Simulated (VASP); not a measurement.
NaSr: single point with PBE

The system is NaSr.

```
Na Sr
1.0
     2.08319    1.20273    6.27784
    -2.08319    1.20273    6.27784
     0.00000   -2.40546    6.27784
Na Sr
1 1
Direct
  0.00000 0.00000 0.00000
  0.50000 0.50000 0.50000
```

The cell was generated, and may not be a known phase.

```yaml
Program: VASP 6.6.1
Task: single point
Functional: PBE
Potentials_or_basis: VASP PAW PBE potentials, release 64 (Na_pv, Sr_sv)
Cutoff: 520 eV
k_mesh: 6 × 6 × 6
Occupations: gaussian, width 0.1 eV
Spin: no spin polarisation
```

| Property | Result |
| --- | --- |
| Pressure | 0.3 GPa |
| Band gap on the k mesh | zero (an odd number of electrons rules out a gap without spin polarisation) |

Stress tensor (GPa, compression positive):
```
0.00 0.00 0.00
0.00 0.00 0.00
0.00 0.00 0.77
```

Levels at points of the mesh, in eV from the Fermi level:
| k point | band 5 | band 6 | band 7 | band 8 | band 9 | band 10 | band 11 | band 12 | band 13 | band 14 |
| --- | --- | --- | --- | --- | --- | --- | --- | --- | --- | --- |
| (0.00, 0.00, 0.00) | -18.74 | -18.61 | -18.61 | -3.44 | -0.25 | 0.65 | 2.45 | 2.45 | 3.83 | 3.83 |
| (0.50, 0.00, 0.00) | -18.80 | -18.71 | -18.66 | -0.77 | -0.05 | 0.31 | 1.49 | 2.63 | 3.03 | 4.88 |
| (0.50, 0.50, 0.00) | -18.80 | -18.71 | -18.66 | -0.65 | 0.09 | 0.23 | 1.41 | 1.89 | 3.27 | 5.05 |
| (0.50, 0.50, 0.50) | -18.74 | -18.61 | -18.61 | -2.72 | -1.97 | 1.69 | 2.44 | 2.44 | 3.91 | 3.91 |

Run time: 56 s on 1 thread of Intel(R) Xeon(R) 6975P-C (Granite Rapids), on a shared host, peak memory 0.35 GiB.
